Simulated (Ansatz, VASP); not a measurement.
**One calculation of TePt3, two programs**

```
Te Pt
1.0
     4.13554    0.00000    0.00000
     0.00000    4.13554    0.00000
     0.00000    0.00000    4.13554
Te Pt
1 3
Cartesian
  0.0000 0.0000 0.0000
  0.0000 2.0678 2.0678
  2.0678 0.0000 2.0678
  2.0678 2.0678 0.0000
```

Alike in both runs: task relaxation of cell and atoms; functional PBE; k mesh 12 × 12 × 12; occupations gaussian, width 0.1 eV; no spin polarisation.

|  | VASP | Ansatz |
| --- | --- | --- |
| version | VASP 6.6.1 | Ansatz 0.2.0 |
| potentials or method | VASP PAW PBE potentials, release 64 (Te, Pt), cutoff 600 eV | scalar-relativistic, plane waves, PAW |
| valence electrons in the cell | 36 | 70 |

Ansatz gave:

```
gap on the k mesh at the Fermi level, each at its own relaxed structure (eV) : none
relaxed volume (Å³/atom)                                                     : 17.61
relaxed cell length with the largest relative difference (Å)                 : 4.130
```

Task: Estimate VASP's values.

Result: gap on the k mesh at the Fermi level, each at its own relaxed structure (eV): none; relaxed volume (Å³/atom): 17.57; relaxed cell length with the largest relative difference (Å): 4.127.

A gap of «none» marks a metal or a gap that the smearing closes. VASP's potentials hold 36 valence electrons a cell and Ansatz's 70, so a difference there can come from the potentials and not from the codes.

Neither program's run includes spin-orbit coupling.
